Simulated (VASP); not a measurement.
# C (P6_3/mmc) in VASP: a series of runs

The runs below take C through relaxation of shape and atoms at fixed volume, with r2SCAN.

All numbers are computed with VASP 6.6.1; they aren't measurements. Logs are shortened: lines on timing, memory, paths and dates and some standing lists are left out, and cuts for length are marked.

### Step 1. The cell of the first run

Symmetry: P6_3/mmc, No. 194, hexagonal system. The conventional cell has a = 2.373 Å, b = 2.373 Å, c = 7.476 Å, α = 90.00°, β = 90.00°, γ = 120.00°. C (site symmetry -6m2) has 3 C at 1.37 Å within 1.8 Å. Within 1.8 Å of C (site symmetry -6m2) lie 3 C at 1.37 Å.

### Step 2. Relaxation of shape and atoms at fixed volume, r2SCAN (9.11 Å³/atom)

POSCAR

```
C
1.0
    2.3728961168      0.0000000000      0.0000000000
   -1.1864480584      2.0549883177      0.0000000000
    0.0000000000      0.0000000000      7.4756948861
C
4
Direct
    0.0000000000      0.0000000000      0.2500000000
    0.0000000000      0.0000000000      0.7500000000
    0.3333333333      0.6666666667      0.2500000000
    0.6666666667      0.3333333333      0.7500000000
```

INCAR.step1

```
SYSTEM = C
PREC = Accurate
ENCUT = 600
ISMEAR = 0
SIGMA = 0.05
LREAL = .False.
LASPH = .True.
NELM = 80
GGA = PE
ALGO = Normal
EDIFF = 1E-4
LWAVE = .True.
LCHARG = .False.
```

INCAR.step2

```
SYSTEM = C
PREC = Accurate
ENCUT = 600
EDIFF = 1E-6
ISMEAR = 0
SIGMA = 0.05
LREAL = .False.
LASPH = .True.
NELM = 80
ALGO = Normal
ISIF = 4
LWAVE = .False.
LCHARG = .False.
METAGGA = R2SCAN
LMIXTAU = .True.
IBRION = 2
NSW = 60
EDIFFG = -0.04
ISTART = 1
```

KPOINTS

```
regular mesh
0
Gamma
  10 10 4
  0 0 0
```

Potentials or basis: VASP PAW PBE potentials, release 64 (C).

Launch:

```bash
$ cat potpaw_PBE.64/C/POTCAR > POTCAR
$ cp INCAR.step1 INCAR
$ mpirun -np 1 vasp_std > vasp.out
$ cp INCAR.step2 INCAR
$ mpirun -np 1 vasp_std > vasp.out
```

OUTCAR:

```text
SYSTEM = C
   PREC = Accurate
   ENCUT = 600
   EDIFF = 1E-6
   ISMEAR = 0
   LREAL = .False.
   LASPH = .True.
   NELM = 80
   ISIF = 4
   METAGGA = R2SCAN
   IBRION = 2
   NSW = 60
   EDIFFG = -0.04
   ISTART = 1

 ion  position               nearest neighbor table
   1  0.000  0.000  0.250-   3 1.37   3 1.37   3 1.37
   2  0.000  0.000  0.750-   4 1.37   4 1.37   4 1.37
   3  0.333  0.667  0.250-   1 1.37   1 1.37   1 1.37
   4  0.667  0.333  0.750-   2 1.37   2 1.37   2 1.37

  LATTYP: Found a hexagonal cell.
 ALAT       =     2.3728961168
 C/A-ratio  =     3.1504518184

  Lattice vectors:

 A1 = (   2.3728961168,   0.0000000000,   0.0000000000)
 A2 = (  -1.1864480584,   2.0549883177,   0.0000000000)
 A3 = (   0.0000000000,   0.0000000000,   7.4756948861)

Analysis of symmetry for initial positions (statically):
=====================================================================
 Subroutine PRICEL returns:
 Original cell was already a primitive cell.

 Routine SETGRP: Setting up the symmetry group for a
 hexagonal supercell.

 Subroutine GETGRP returns: Found 24 space group operations
 (whereof 12 operations were pure point group operations)
 out of a pool of 24 trial point group operations.

The static configuration has the point symmetry D_3d.
 The point group associated with its full space group is D_6h.

Analysis of symmetry for dynamics (positions and initial velocities):
=====================================================================
 Subroutine PRICEL returns:
 Original cell was already a primitive cell.

 Routine SETGRP: Setting up the symmetry group for a
 hexagonal supercell.

 Subroutine GETGRP returns: Found 24 space group operations
 (whereof 12 operations were pure point group operations)
 out of a pool of 24 trial point group operations.

The dynamic configuration has the point symmetry D_3d.
 The point group associated with its full space group is D_6h.

 Subroutine INISYM returns: Found 24 space group operations
 (whereof 12 operations are pure point group operations),
 and found     1 'primitive' translations

----------------------------------------------------------------------------------------

                                     Primitive cell

  volume of cell :      36.4535

  direct lattice vectors                    reciprocal lattice vectors
     2.372896117  0.000000000  0.000000000     0.421425950  0.243310386  0.000000000
    -1.186448058  2.054988318  0.000000000     0.000000000  0.486620771  0.000000000
     0.000000000  0.000000000  7.475694886     0.000000000  0.000000000  0.133766829

  length of vectors
     2.372896117  2.372896117  7.475694886     0.486620771  0.486620771  0.133766829

  position of ions in fractional coordinates (direct lattice)
     0.000000000  0.000000000  0.250000000
     0.000000000  0.000000000  0.750000000
     0.333333333  0.666666667  0.250000000
     0.666666667  0.333333333  0.750000000

  ion indices of the primitive-cell ions
   primitive index   ion index
                 1           1
                 2           2
                 3           3
                 4           4

----------------------------------------------------------------------------------------

 KPOINTS: regular mesh

Automatic generation of k-mesh.
 Grid dimensions read from file:
 generate k-points for:   10   10    4

 Generating k-lattice:

  Cartesian coordinates                     Fractional coordinates (reciprocal lattice)
     0.042142595  0.024331039  0.000000000     0.100000000  0.000000000  0.000000000
     0.000000000  0.048662077  0.000000000     0.000000000  0.100000000  0.000000000
     0.000000000  0.000000000  0.033441707     0.000000000  0.000000000  0.250000000

  Length of vectors
     0.048662077  0.048662077  0.033441707

  Shift w.r.t. Gamma in fractional coordinates (k-lattice)
     0.000000000  0.000000000  0.000000000

 Subroutine IBZKPT returns following result:
 ===========================================

 Found     42 irreducible k-points:

 Following reciprocal coordinates:
            Coordinates               Weight
  0.000000  0.000000  0.000000      1.000000
  0.100000  0.000000  0.000000      6.000000
  0.200000  0.000000  0.000000      6.000000
  0.300000  0.000000  0.000000      6.000000
  0.400000  0.000000  0.000000      6.000000
  0.500000  0.000000  0.000000      3.000000
[... 16 lines left out ...]
  0.300000  0.100000  0.250000     24.000000
  0.400000  0.100000  0.250000     24.000000
 [... further k-points ...]
   k-points           NKPTS =     42   k-points in BZ     NKDIM =     42   number of bands    NBANDS=     12
   number of dos      NEDOS =    301   number of ions     NIONS =      4
   total plane-waves  NPLWV =  24000
   dimension x,y,z NGX =    20 NGY =   20 NGZ =   60
   dimension x,y,z NGXF=    40 NGYF=   40 NGZF=  120
   ions per type =               4
   NGX,Y,Z   is equivalent  to a cutoff of  14.01, 14.01, 13.34 a.u.
   NGXF,Y,Z  is equivalent  to a cutoff of  28.02, 28.02, 26.69 a.u.
 SYSTEM =  C
   PREC   = accura    normal or accurate (medium, high low for compatibility)
   ISTART =      1    job   : 0-new  1-cont  2-samecut
   ICHARG =      0    charge: 1-file 2-atom 10-const
   ISPIN  =      1    spin polarized calculation?
   LNONCOLLINEAR =      F non collinear calculations
   LSORBIT =      F    spin-orbit coupling
   LASPH  =      T    aspherical Exc in radial PAW
   ENCUT  =  600.0 eV  44.10 Ry    6.64 a.u.   4.74  4.74 14.93*2*pi/ulx,y,z
   NELM   =     80;   NELMIN=  2; NELMDL=  0     # of ELM steps
   EDIFF  = 0.1E-05   stopping-criterion for ELM
   LREAL  =      F    real-space projection
   EDIFFG = -.4E-01   stopping-criterion for IOM
   NSW    =     60    number of steps for IOM
   IBRION =      2    ionic relax: 0-MD 1-quasi-New 2-CG
   NFREE  =      1    steps in history (QN), initial steepest desc. (CG)
   ISIF   =      4    stress and relaxation
   ISYM   =      2    0-nonsym 1-usesym 2-fastsym
   POTIM  = 0.5000    time-step for ionic-motion
   TEBEG  =    0.0;   TEEND  =   0.0 temperature during run
   PSTRESS=    0.0 pullay stress
   NELECT =      16.0000    total number of electrons
   NUPDOWN=      -1.0000    fix difference up-down
   EMIN   =  10.00;   EMAX   =-10.00  energy-range for DOS
   EFERMI =   0.00;   METHOD = LEGACY
   ISMEAR =     0;   SIGMA  =   0.05  broadening in eV -4-tet -1-fermi 0-gaus
   EFERMI_NEDOS =   21; number of points for ismear=-14 and -15
   IALGO  =     38    algorithm
   IMIX   =      4    mixing-type and parameters
     AMIX     =   0.40;   BMIX     =  1.00
     AMIX_MAG =   1.60;   BMIX_MAG =  1.00
  volume/ion in A,a.u.               =       9.11        61.50
  Fermi-wavevector in a.u.,A,eV,Ry     =   1.244137  2.351078 21.060150  1.547877
  Thomas-Fermi vector in A             =   2.378417
   LORBIT       =      0    0 simple, 1 ext, 2 COOP (PROOUT), +10 PAW based schemes
   METAGGA = R2SCAN    functional components
   LHFCALC =     F    Hartree Fock is set to
   AEXX    =    0.0000 exact exchange contribution
   IVDW    =     0    specifies the selected vdW correction
   LEPSILON=     F    determine dielectric tensor
   LRPA    =     F    only Hartree local field effects (RPA)
 conjugate gradient relaxation of ions
 non-spin polarized calculation
 Gauss-broadening in eV      SIGMA  =   0.05
  energy-cutoff  :      600.00
  volume of cell :       36.45
 maximum number of plane-waves:      1253
 NGX is ok and might be reduce to    20
   NGX =  9   NGY =  9   NGZ = 29

--------------------------------------- Ionic step        1  -------------------------------------------

 number of electron      16.0000000 magnetization

 Free energy of the ion-electron system (eV)
  ---------------------------------------------------
  ext. energy  EPLUGINS =         0.00000000
  ---------------------------------------------------
  free energy    TOTEN  =       -39.39918532 eV

  energy without entropy =      -39.39918532  energy(sigma->0) =      -39.39918532

------------------------ aborting loop because EDIFF is reached ----------------------------------------

  FORCE on cell =-STRESS in cart. coord.  units (eV):
  Direction    XX          YY          ZZ          XY          YZ          ZX
  --------------------------------------------------------------------------------------
  -------------------------------------------------------------------------------------
  Total       10.5807617     10.5807617     -0.3004401     -0.0000000      0.0000000      0.0000000
  in kB      465.0373821    465.0373821    -13.2047083     -0.0000000      0.0000000      0.0000000
  external PRESSURE =     305.6233520 kB  Pullay stress =       0.0000000 kB
[... 61 lines left out ...]
  energy  without entropy=      -39.7403683471  energy(sigma->0) =      -39.74036835

--------------------------------------- Ionic step        3  -------------------------------------------

 number of electron      16.0000000 magnetization

 Free energy of the ion-electron system (eV)
  ---------------------------------------------------
  ext. energy  EPLUGINS =         0.00000000
  ---------------------------------------------------
  free energy    TOTEN  =       -39.76983967 eV

  energy without entropy =      -39.76983967  energy(sigma->0) =      -39.76983967

 E-fermi :   3.9625     XC(G=0): -10.8658

 val. band max:        3.6882016316   @ k =   0.3000   0.3000   0.0000
 cond. band min:       5.1787381819   @ k =   0.3000   0.3000   0.0000
 fundamental gap:      1.4905365503
 Fermi energy:         3.9625458344

 k-point     1 :       0.0000    0.0000    0.0000
  band No.  band energies     occupation
      1     -16.5861      2.00000
      2     -16.3672      2.00000
      3      -4.5373      2.00000
      4      -2.8838      2.00000
      5       1.1365      2.00000
      6       1.1365      2.00000
      7       1.1491      2.00000
      8       1.1491      2.00000
      9       8.4594      0.00000
     10      13.0581      0.00000
     11      13.0581      0.00000
     12      13.0968      0.00000
[... 331 lines left out ...]
 k-point    24 :       0.4000    0.1000    0.2500
  band No.  band energies     occupation
      1     -11.5003      2.00000
      2     -11.3966      2.00000
      3      -8.8634      2.00000
      4      -8.7817      2.00000
      5      -3.2102      2.00000
      6      -3.1733      2.00000
      7       1.3331      2.00000
      8       1.9910      2.00000
      9       6.3286      0.00000
     10       6.8402      0.00000
     11      13.1101      0.00000
     12      13.3475      0.00000

 [... further k-points ...]
[... 5 lines left out ...]
  --------------------------------------------------------------------------------------
  -------------------------------------------------------------------------------------
  Total       -0.0303082     -0.0303082     -0.0027235      0.0000000     -0.0000000     -0.0000000
  in kB       -1.3320812     -1.3320812     -0.1197021      0.0000000     -0.0000000     -0.0000000
  external PRESSURE =      -0.9279548 kB  Pullay stress =       0.0000000 kB
[... 19 lines left out ...]
  FREE ENERGIE OF THE ION-ELECTRON SYSTEM (eV)
  ---------------------------------------------------
  free  energy   TOTEN  =       -39.7698396701 eV

  energy  without entropy=      -39.7698396701  energy(sigma->0) =      -39.76983967

 reached required accuracy - stopping structural energy minimisation
```

It took 5.4 min on 1 thread of Intel Xeon 8259CL, shared host; peak memory 0.17 GiB.

Results:

```yaml
Free_energy: -39.7698 eV
Energy_gained_by_relaxing: 92.7 meV/atom
Ionic_steps: 3
Pressure_after_relaxing: -0.1 GPa
```

Stress tensor (GPa, compression positive):
```
-0.13  0.00  0.00
 0.00 -0.13  0.00
 0.00  0.00 -0.01
```

The path:
| step | energy change (eV) | largest force (eV/Å) | pressure (GPa) | volume (Å³) |
| --- | --- | --- | --- | --- |
| 1 | 0.0000 | 0.0000 | 30.56 | 36.45 |
| 2 | -0.3412 | 0.0000 | -7.88 | 36.45 |
| 3 | -0.3707 | 0.0000 | -0.09 | 36.45 |

Final structure:
```
C
1.0
     2.45706    0.00000    0.00000
    -1.22853    2.12788    0.00000
     0.00000    0.00000    6.97230
C
4
Direct
  0.00000 0.00000 0.25000
  0.00000 0.00000 0.75000
  0.33333 0.66667 0.25000
  0.66667 0.33333 0.75000
```

Caveat: the PAW data sets were made with another functional, which shifts forces and pressure a little.

### Step 3. Relaxation of shape and atoms at fixed volume, r2SCAN (9.28 Å³/atom)

This run uses another cell than the first one, of 9.28 Å³/atom.

POSCAR

```
C
1.0
    2.4468964059      0.0000000000      0.0000000000
   -1.2234482029      2.1190744479      0.0000000000
    0.0000000000      0.0000000000      7.1584935029
C
4
Direct
    0.0000000000      0.0000000000      0.2500000000
    0.0000000000      0.0000000000      0.7500000000
    0.3333333333      0.6666666667      0.2500000000
    0.6666666667      0.3333333333      0.7500000000
```

INCAR.step1

```
ALGO = Normal
EDIFF = 1E-4
ENCUT = 600
GGA = PE
ISMEAR = 0
LASPH = True
LCHARG = False
LREAL = False
LWAVE = True
NELM = 60
PREC = Accurate
SIGMA = 0.05
```

INCAR.step2

```
ALGO = Normal
EDIFF = 1E-7
EDIFFG = -0.01
ENCUT = 600
IBRION = 2
ISIF = 4
ISMEAR = 0
ISTART = 1
LASPH = True
LCHARG = False
LMIXTAU = True
LREAL = False
LWAVE = False
METAGGA = R2SCAN
NELM = 60
NSW = 60
PREC = Accurate
SIGMA = 0.05
```

KPOINTS

```
k-points
0
Gamma
  10 10 4
```

Potentials or basis: VASP PAW PBE potentials, release 64 (C).

Launch:

```bash
$ cat potpaw_PBE.64/C/POTCAR > POTCAR
$ cp INCAR.step1 INCAR
$ mpirun -np 1 vasp_std > vasp.out
$ cp INCAR.step2 INCAR
$ mpirun -np 1 vasp_std > vasp.out
```

Run time: 5.5 min. Hardware: 1 thread of Intel Xeon 8259CL, shared host; peak memory 0.17 GiB.

It converged, with:

- Free energy: -39.7732 eV
- Energy gained by relaxing: 1.4 meV/atom
- Ionic steps: 3
- Pressure after relaxing: -0.4 GPa

The path:
```csv
step,energy change (eV),largest force (eV/Å),pressure (GPa),volume (Å³)
1,0.0000,0.0000,3.07,37.12
2,-0.0053,0.0000,-1.07,37.12
3,-0.0055,0.0000,-0.41,37.12
```

Final structure:
```xyz
4
Lattice="2.4575 0.0000 0.0000 -1.2288 2.1283 0.0000 0.0000 0.0000 7.0966" Properties=species:S:1:pos:R:3 pbc="T T T"
C     0.0000    0.0000    1.7742
C    -1.2288    2.1283    5.3225
C     0.0000    1.4189    1.7742
C     1.2288    0.7094    5.3225
```

Caveat: the PAW data sets were made with another functional, which shifts forces and pressure a little.

### Step 4. Relaxation of shape and atoms at fixed volume, r2SCAN (10.66 Å³/atom)

This run uses another cell than the first one, of 10.66 Å³/atom.

POSCAR

```
C
1.0
    2.4530827093      0.0000000000      0.0000000000
   -1.2265413546      2.1244319438      0.0000000000
    0.0000000000      0.0000000000      8.1812284814
C
4
Direct
    0.0000000000      0.0000000000      0.2500000000
    0.0000000000      0.0000000000      0.7500000000
    0.3333333333      0.6666666667      0.2500000000
    0.6666666667      0.3333333333      0.7500000000
```

INCAR.step1

```
SYSTEM = C
PREC = Accurate ; ENCUT = 600
ISMEAR = 0 ; SIGMA = 0.05
LREAL = .FALSE. ; LASPH = .TRUE.
NELM = 60 ; GGA = PE
ALGO = Normal ; EDIFF = 1E-4
LWAVE = .TRUE. ; LCHARG = .FALSE.
```

INCAR.step2

```
SYSTEM = C
PREC = Accurate ; ENCUT = 600
EDIFF = 1E-7 ; ISMEAR = 0
SIGMA = 0.05 ; LREAL = .FALSE.
LASPH = .TRUE. ; NELM = 60
ALGO = Normal ; ISIF = 4
LWAVE = .FALSE. ; LCHARG = .FALSE.
METAGGA = R2SCAN ; LMIXTAU = .TRUE.
IBRION = 2 ; NSW = 60
EDIFFG = -0.01 ; ISTART = 1
```

KPOINTS

```
Automatic mesh
0
G
  10 10 4
  0 0 0
```

Launch:

```bash
$ cat potpaw_PBE.64/C/POTCAR > POTCAR
$ cp INCAR.step1 INCAR
$ mpirun -np 1 vasp_std > vasp.out
$ cp INCAR.step2 INCAR
$ mpirun -np 1 vasp_std > vasp.out
```

Wall time 6.7 min (1 thread of Intel Xeon 8259CL, shared host); peak memory 0.18 GiB.

It converged, with:

* Free energy: -39.7494 eV
* Energy gained by relaxing: 0.5 meV/atom
* Ionic steps: 3
* Pressure after relaxing: -1.3 GPa

The path:
```tsv
step	energy change (eV)	largest force (eV/Å)	pressure (GPa)	volume (Å³)
1	0.0000	0.0000	0.70	42.64
2	-0.0021	0.0000	-1.51	42.64
3	-0.0022	0.0000	-1.26	42.64
```

Final structure:
```xyz
4
Lattice="2.4599 0.0000 0.0000 -1.2300 2.1303 0.0000 0.0000 0.0000 8.1359" Properties=species:S:1:pos:R:3 pbc="T T T"
C     0.0000    0.0000    2.0340
C     0.0000    0.0000    6.1019
C     0.0000    1.4202    2.0340
C     1.2300    0.7101    6.1019
```

Caveat: the PAW data sets were made with another functional, which shifts forces and pressure a little.

[end of part 1 of 2]
